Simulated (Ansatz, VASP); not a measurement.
## CuI: VASP beside Ansatz

```
CELL_PARAMETERS angstrom
0.00000 2.99053 2.99053
2.99053 0.00000 2.99053
2.99053 2.99053 0.00000
ATOMIC_POSITIONS crystal
I 0.00000 0.00000 0.00000
Cu 0.75000 0.75000 0.75000
```

Alike in both runs: task single point; functional SVWN5; k mesh 8 × 8 × 8; occupations fermi-dirac, width 0.05 eV; no spin polarisation.

|  | VASP | Ansatz |
| --- | --- | --- |
| version | VASP 6.6.1 | Ansatz 0.2.0 |
| potentials or method | VASP PAW PBE potentials, release 64 (I, Cu) | Ansatz PAW |
| plane-wave cutoff (eV) | 520 | 420 |
| valence electrons in the cell | 18 | 36 |

|  | VASP | Ansatz | Ansatz less VASP |
| --- | --- | --- | --- |
| gap on the k mesh at the Fermi level (eV) | 1.07 | 1.05 | -0.022 |
| least direct gap on the mesh (eV) | 1.07 | 1.05 | -0.022 |
| pressure (GPa) | -2.8 | -3.0 | -0.18 |

VASP's potentials were made for PBE, not for SVWN5. With one functional, cell and mesh, what is left measures potentials, basis and numerics. VASP's potentials hold 18 valence electrons a cell and Ansatz's 36, so a difference there can come from the potentials and not from the codes.

Spin-orbit coupling is off throughout.
